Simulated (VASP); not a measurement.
Write the native input for VASP 6.6.1 that does the following.

* Task: single point
* Functional: LDA
* Potentials or basis: VASP PAW LDA potentials, release 64 (Fe)
* Cutoff: 520 eV
* k mesh: 13 × 13 × 13
* Occupations: fermi-dirac, width 0.05 eV
* Spin: collinear spin, ferromagnetic start
* Starting moments: [3.0] μB
* Dipole correction: no
* Further INCAR settings: ALGO = Normal; EDIFF = 1e-07; NBANDS = 14

The structure of Fe lies in POSCAR:

```
Fe
1.0
    0.0000000000      1.9021012277      1.9249897192
    1.4678507246      0.0000000000      1.9249897192
    1.4678507246      1.9021012277      0.0000000000
Fe
1
Direct
    0.0000000000      0.0000000000      0.0000000000
```

This cell differs from its parent crystal: volume scaled by 0.94.

The input as run:

INCAR

```
SYSTEM = Fe
ALGO = Normal
EDIFF = 1E-7
ENCUT = 520
ISIF = 2
ISMEAR = -1
ISPIN = 2
LASPH = .True.
LCHARG = .True.
LELF = .True.
LMAXMIX = 4
LORBIT = 11
LREAL = .False.
LVHAR = .True.
LWAVE = .False.
MAGMOM = 3
NBANDS = 14
NELM = 150
PREC = Accurate
SIGMA = 0.05
```

KPOINTS

```
k-points
0
Gamma
  13 13 13
  0 0 0
```

Potentials or basis: VASP PAW LDA potentials, release 64 (Fe).

Launch:

```bash
$ cat potpaw_LDA.64/Fe/POTCAR > POTCAR
$ mpirun -np 1 vasp_std > vasp.out
```

It gave:

```
Pressure                                              : -8.3 GPa
Band gap on the k mesh                                : zero (filled and empty bands overlap)
Net moment                                            : 2.00 μB per cell
Site moments                                          : Fe +1.97 μB
Valence electrons inside the program's atomic spheres : Fe 7.40
```

Wall time 96 s on 1 thread of Intel(R) Xeon(R) Platinum 8259CL CPU @ 2.50GHz (Skylake/Cascade Lake) (shared host), peak memory 0.18 GiB.
